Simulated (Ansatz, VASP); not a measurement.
# TiPb7S8: VASP beside Ansatz

```
Ti Pb S
1.0
     0.00000    5.92370    5.92370
     5.92370    0.00000    5.92370
     5.92370    5.92370    0.00000
Ti Pb S
1 7 8
Direct
  0.00000 0.00000 0.00000
  0.00000 0.00000 0.50000
  0.00000 0.50000 0.00000
  0.00000 0.50000 0.50000
  0.50000 0.00000 0.00000
  0.50000 0.00000 0.50000
  0.50000 0.50000 0.00000
  0.50000 0.50000 0.50000
  0.25000 0.25000 0.25000
  0.23591 0.23591 0.76409
  0.23591 0.76409 0.23591
  0.23591 0.76409 0.76409
  0.76409 0.23591 0.23591
  0.76409 0.23591 0.76409
  0.76409 0.76409 0.23591
  0.75000 0.75000 0.75000
```

Alike in both runs: task single point; functional PBEsol; k mesh 3 × 3 × 3; occupations gaussian, width 0.05 eV; collinear spin; Hubbard terms Ti d U = 3.0 eV.

|  | VASP | Ansatz |
| --- | --- | --- |
| version | VASP 6.6.1 | Ansatz 0.2.0 |
| potentials or method | VASP PAW PBE potentials, release 64 (Ti_sv, Pb_d, S), cutoff 520 eV | scalar-relativistic, plane waves, PAW |
| valence electrons in the cell | 158 | 158 |

Ansatz gave:

```
gap on the k mesh at the Fermi level (eV)                     : none
pressure (GPa)                                                : -2.8
rms of the force components (eV/Å)                            : 0.040
net moment per atom (μB)                                      : 0.12
size of the moment on the site where the two differ most (μB) : 1.64
```

What did VASP give for the same quantities?

gap on the k mesh at the Fermi level (eV): none; pressure (GPa): -3.2; rms of the force components (eV/Å): 0.046; net moment per atom (μB): 0.11; size of the moment on the site where the two differ most (μB): 1.51.

VASP's potentials were made for PBE, not for PBEsol. Site moments also hang on the region over which each program counts them. The programs project onto different local orbitals, so the same U acts differently, and such runs can settle in different states. Atom by atom the forces differ by 0.086 eV/Å (rms over components). A gap of «none» marks a metal or a gap that the smearing closes. Ansatz's warnings: filled band counts differ across k points, specified occupation not kept, symmetry narrowed by occupation matrices.

Spin-orbit coupling is off throughout.
